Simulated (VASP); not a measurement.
# TiO2 (C2/m) in VASP: single point with LDA

Aim: the single point of TiO2 with LDA.

Program: VASP 6.6.1. These are calculated values, not measurements. Logs are shortened: lines on timing, memory, paths and dates and some standing lists are left out, and cuts for length are marked.

### 1 The cell of the first run

Symmetry: C2/m, No. 12, monoclinic system. The conventional cell has a = 12.062 Å, b = 3.698 Å, c = 6.472 Å, α = 90.00°, β = 106.96°, γ = 90.00°. Ti (site symmetry m) has 6 O at 1.75 to 2.27 Å within 2.3 Å. Within 2.4 Å of Ti (site symmetry m) lie 6 O at 1.83 to 2.10 Å. Within 2.5 Å of O (site symmetry m) lie 3 Ti at 1.84 to 2.10 Å and 1 O at 2.49 Å. O (site symmetry m) has 3 Ti at 1.90 to 1.99 Å and 2 O at 2.48 Å within 2.5 Å. O (site symmetry m) has 2 Ti at 1.75 to 1.83 Å within 2.3 Å. O (site symmetry m) has 4 Ti at 1.93 to 2.27 Å and 5 O at 2.48 to 2.63 Å within 2.7 Å.

### 2 Single point, LDA

File INCAR:

```
SYSTEM = TiO2
PREC = Accurate ; ENCUT = 520
EDIFF = 1E-6 ; ISMEAR = 0
SIGMA = 0.02 ; LREAL = .False.
LASPH = .True. ; NELM = 100
ALGO = Fast ; ISIF = 2
LWAVE = .False. ; LCHARG = .True.
GGA = CA ; LELF = .True.
LVHAR = .True. ; NBANDS = 60
```

File KPOINTS:

```
regular mesh
0
Gamma
  6 6 4
  0 0 0
```

File POSCAR:

```
TiO2
1.0
    6.0308996783     -1.8490799086      0.0009970783
    6.0308996783      1.8490799086      0.0009970783
   -1.8888660732      0.0000000000      6.1902151496
Ti O
4 8
Direct
    0.8047574155      0.8047574155      0.7151560539
    0.1009731516      0.1009731516      0.7082466174
    0.1952425845      0.1952425845      0.2848439461
    0.8990268484      0.8990268484      0.2917533826
    0.0584438247      0.0584438247      0.3703141299
    0.6381904591      0.6381904591      0.7047757110
    0.1338632149      0.1338632149      0.0034781797
    0.9415561753      0.9415561753      0.6296858701
    0.7364650894      0.7364650894      0.3496644576
    0.8661367851      0.8661367851      0.9965218203
    0.2635349106      0.2635349106      0.6503355424
    0.3618095409      0.3618095409      0.2952242890
```

Potentials or basis: VASP PAW LDA potentials, release 64 (Ti_sv, O).

The run is started by

```
$ cat potpaw_LDA.64/Ti_sv/POTCAR potpaw_LDA.64/O/POTCAR > POTCAR
$ mpirun -np 1 vasp_std > vasp.out
```

OUTCAR:

```text
SYSTEM = TiO2
   PREC = Accurate
   ENCUT = 520
   EDIFF = 1E-6
   ISMEAR = 0
   LREAL = .False.
   LASPH = .True.
   NELM = 100
   ISIF = 2
   GGA = CA

 ion  position               nearest neighbor table
   1  0.805  0.805  0.715-  10 1.75   8 1.89  11 1.93  11 1.93   6 1.99   9 2.27
   2  0.101  0.101  0.708-   7 1.83   8 1.84   6 1.90   6 1.90   5 2.10  11 2.10
   3  0.195  0.195  0.285-   7 1.75   5 1.89   9 1.93   9 1.93  12 1.99  11 2.27
   4  0.899  0.899  0.292-  10 1.83   5 1.84  12 1.90  12 1.90   8 2.10   9 2.10
   5  0.058  0.058  0.370-   4 1.84   3 1.89   2 2.10
   6  0.638  0.638  0.705-   2 1.90   2 1.90   1 1.99
   7  0.134  0.134  0.003-   3 1.75   2 1.83
   8  0.942  0.942  0.630-   2 1.84   1 1.89   4 2.10
   9  0.736  0.736  0.350-   3 1.93   3 1.93   4 2.10   1 2.27
  10  0.866  0.866  0.997-   1 1.75   4 1.83
  11  0.264  0.264  0.650-   1 1.93   1 1.93   2 2.10   3 2.27
  12  0.362  0.362  0.295-   4 1.90   4 1.90   3 1.99

  LATTYP: Found a base centered monoclinic cell.
 ALAT       =    12.0617995214
 B/A-ratio  =     0.3066010018
 C/A-ratio  =     0.5365687038
 COS(beta)  =    -0.2916945701

  Lattice vectors:

 A1 = (   6.0308996783,  -1.8490799086,   0.0009970783)
 A2 = (   6.0308996783,   1.8490799086,   0.0009970783)
 A3 = (  -1.8888660732,   0.0000000000,   6.1902151496)

Analysis of symmetry for initial positions (statically):
=====================================================================
 Subroutine PRICEL returns:
 Original cell was already a primitive cell.

 Routine SETGRP: Setting up the symmetry group for a
 base centered monoclinic supercell.

 Subroutine GETGRP returns: Found  4 space group operations
 (whereof  4 operations were pure point group operations)
 out of a pool of  4 trial point group operations.

The static configuration has the point symmetry C_2h.

Analysis of symmetry for dynamics (positions and initial velocities):
=====================================================================
 Subroutine PRICEL returns:
 Original cell was already a primitive cell.

 Routine SETGRP: Setting up the symmetry group for a
 base centered monoclinic supercell.

 Subroutine GETGRP returns: Found  4 space group operations
 (whereof  4 operations were pure point group operations)
 out of a pool of  4 trial point group operations.

The dynamic configuration has the point symmetry C_2h.
[... 128 lines left out ...]
   TEBEG  =    0.0;   TEEND  =   0.0 temperature during run
   PSTRESS=    0.0 pullay stress
   NELECT =      96.0000    total number of electrons
   NUPDOWN=      -1.0000    fix difference up-down
   EMIN   =  10.00;   EMAX   =-10.00  energy-range for DOS
   EFERMI =   0.00;   METHOD = LEGACY
   ISMEAR =     0;   SIGMA  =   0.02  broadening in eV -4-tet -1-fermi 0-gaus
   EFERMI_NEDOS =   21; number of points for ismear=-14 and -15
   IALGO  =     68    algorithm
   IMIX   =      4    mixing-type and parameters
     AMIX     =   0.40;   BMIX     =  1.00
     AMIX_MAG =   1.60;   BMIX_MAG =  1.00
  volume/ion in A,a.u.               =      11.51        77.64
  Fermi-wavevector in a.u.,A,eV,Ry     =   1.450330  2.740726 28.619263  2.103456
  Thomas-Fermi vector in A             =   2.567954
   LORBIT       =      0    0 simple, 1 ext, 2 COOP (PROOUT), +10 PAW based schemes
   GGA     = CA    functional components
   LHFCALC =     F    Hartree Fock is set to
   AEXX    =    0.0000 exact exchange contribution
   IVDW    =     0    specifies the selected vdW correction
   LEPSILON=     F    determine dielectric tensor
   LRPA    =     F    only Hartree local field effects (RPA)
 non-spin polarized calculation
 RMM-DIIS sequential band-by-band and
 Gauss-broadening in eV      SIGMA  =   0.02
  energy-cutoff  :      520.00
  volume of cell :      138.07
 maximum number of plane-waves:      3742
   NGX = 23   NGY = 23   NGZ = 25

 number of electron      95.9999979 magnetization

 Free energy of the ion-electron system (eV)
  ---------------------------------------------------
  ext. energy  EPLUGINS =         0.00000000
  ---------------------------------------------------
  free energy    TOTEN  =      -117.56155207 eV

  energy without entropy =     -117.56155207  energy(sigma->0) =     -117.56155207

 E-fermi :   2.9358     XC(G=0): -11.1775

 val. band max:        2.6981536939   @ k =  -0.3333   0.1667   0.5000
 cond. band min:       5.5271581805   @ k =   0.0000   0.0000   0.0000
 fundamental gap:      2.8290044866
 Fermi energy:         2.9357690671

 k-point     1 :       0.0000    0.0000    0.0000
  band No.  band energies     occupation
      1     -52.5014      2.00000
      2     -52.4829      2.00000
      3     -52.4052      2.00000
      4     -52.3965      2.00000
      5     -29.3986      2.00000
      6     -29.3433      2.00000
[... 1501 lines left out ...]
     59       7.6677      0.00000
     60       7.8340      0.00000

 [... further k-points ...]

------------------------ aborting loop because EDIFF is reached ----------------------------------------

  FORCE on cell =-STRESS in cart. coord.  units (eV):
  Direction    XX          YY          ZZ          XY          YZ          ZX
  --------------------------------------------------------------------------------------
  -------------------------------------------------------------------------------------
  Total        1.0697279      1.0173059      1.3062391      0.0000000      0.0000000      0.0697144
  in kB       12.4133350     11.8050192     15.1578579      0.0000000      0.0000000      0.8089802
  external PRESSURE =      13.1254040 kB  Pullay stress =       0.0000000 kB

 VOLUME and BASIS-vectors are now :
 -----------------------------------------------------------------------------
  energy-cutoff  :      520.00
  volume of cell :      138.07
      direct lattice vectors                 reciprocal lattice vectors
     6.030899678 -1.849079909  0.000997078     0.082902188 -0.270404755  0.025296557
     6.030899678  1.849079909  0.000997078     0.082902188  0.270404755  0.025296557
    -1.888866073  0.000000000  6.190215150    -0.000026707  0.000000000  0.161537124

 POSITION                                       TOTAL-FORCE (eV/Angst)
 -----------------------------------------------------------------------------------
      8.35599      0.00000      4.42857        -0.017467      0.000000     -0.139925
     -0.11987      0.00000      4.38440         0.051499      0.000000     -0.053922
      1.81694      0.00000      1.76363         0.017467      0.000000      0.139925
     10.29280      0.00000      1.80781        -0.051499      0.000000      0.053922
      0.00546      0.00000      2.29244         0.039089      0.000000      0.019903
      6.36650      0.00000      4.36399        -0.019291      0.000000      0.002500
      1.60806      0.00000      0.02180        -0.031355      0.000000     -0.082513
     10.16747      0.00000      3.89977        -0.039089      0.000000     -0.019903
      8.22262      0.00000      2.16597        -0.007328      0.000000      0.017587
      8.56487      0.00000      6.17041         0.031355      0.000000      0.082513
      1.95031      0.00000      4.02624         0.007328      0.000000     -0.017587
      3.80643      0.00000      1.82822         0.019291      0.000000     -0.002500
 -----------------------------------------------------------------------------------
    total drift:                               -0.000000     -0.000000      0.000000

  FREE ENERGIE OF THE ION-ELECTRON SYSTEM (eV)
  ---------------------------------------------------
  free  energy   TOTEN  =      -117.5615520746 eV

  energy  without entropy=     -117.5615520746  energy(sigma->0) =     -117.56155207
```

OSZICAR:

```text
N       E                     dE             d eps       ncg     rms          rms(c)
DAV:   1     0.150318221110E+04    0.15032E+04   -0.48059E+04  5696   0.187E+03
DAV:   2     0.162558588155E+03   -0.13406E+04   -0.12713E+04  5740   0.582E+02
[... 25 lines left out ...]
RMM:  28    -0.117561550567E+03    0.10954E-03   -0.78077E-04 10517   0.114E-01    0.879E-02
RMM:  29    -0.117561565307E+03   -0.14741E-04   -0.18546E-04 10070   0.393E-02    0.739E-02
RMM:  30    -0.117561554962E+03    0.10345E-04   -0.74890E-05  9058   0.409E-02    0.347E-02
RMM:  31    -0.117561553102E+03    0.18599E-05   -0.39550E-05  9075   0.217E-02    0.221E-02
RMM:  32    -0.117561551985E+03    0.11173E-05   -0.15710E-05  8739   0.153E-02    0.221E-02
RMM:  33    -0.117561552120E+03   -0.13489E-06   -0.10294E-05  7866   0.151E-02    0.725E-03
RMM:  34    -0.117561552075E+03    0.45418E-07   -0.38530E-06  6886   0.852E-03
   1 F= -.11756155E+03 E0= -.11756155E+03  d E =-.162632E-64
```

Run time: 22 min. Hardware: 1 thread of Intel Xeon Platinum 8488C (Sapphire Rapids), shared host; peak memory 0.41 GiB.

What came out:

| Property | Result |
| --- | --- |
| Free energy | -117.5616 eV |
| Pressure | 1.3 GPa |
| Largest force | 0.141 eV/Å |
| Band gap on the k mesh | 2.83 eV (least direct gap 3.02 eV) |

Forces in eV/Å, atoms in the order of the input:
```
Ti  -0.017  0.000 -0.140
Ti   0.051  0.000 -0.054
Ti   0.017  0.000  0.140
Ti  -0.051  0.000  0.054
O    0.039  0.000  0.020
O   -0.019  0.000  0.003
O   -0.031  0.000 -0.083
O   -0.039  0.000 -0.020
O   -0.007  0.000  0.018
O    0.031  0.000  0.083
O    0.007  0.000 -0.018
O    0.019  0.000 -0.003
```

Levels at points of the mesh, in eV from the valence-band top:
| k point | band 44 | band 45 | band 46 | band 47 | band 48 | band 49 | band 50 | band 51 | band 52 | band 53 |
| --- | --- | --- | --- | --- | --- | --- | --- | --- | --- | --- |
| (0.00, 0.00, 0.00) | -0.82 | -0.78 | -0.74 | -0.33 | -0.20 | 2.83 | 3.22 | 3.47 | 3.51 | 3.53 |
| (0.50, 0.00, 0.00) | -1.04 | -0.89 | -0.47 | -0.22 | -0.13 | 3.25 | 3.30 | 3.80 | 3.85 | 4.14 |
| (0.50, 0.50, 0.00) | -0.94 | -0.94 | -0.60 | -0.38 | -0.12 | 3.00 | 3.04 | 3.58 | 3.69 | 3.72 |
| (0.00, 0.00, 0.50) | -0.74 | -0.71 | -0.64 | -0.60 | -0.43 | 2.97 | 3.25 | 3.41 | 3.57 | 3.59 |
| (0.50, 0.00, 0.50) | -0.84 | -0.69 | -0.51 | -0.10 | 0.00 | 3.30 | 3.38 | 3.62 | 3.88 | 4.02 |
| (0.50, 0.50, 0.50) | -1.13 | -0.94 | -0.35 | -0.23 | -0.18 | 3.12 | 3.26 | 3.39 | 3.56 | 3.63 |
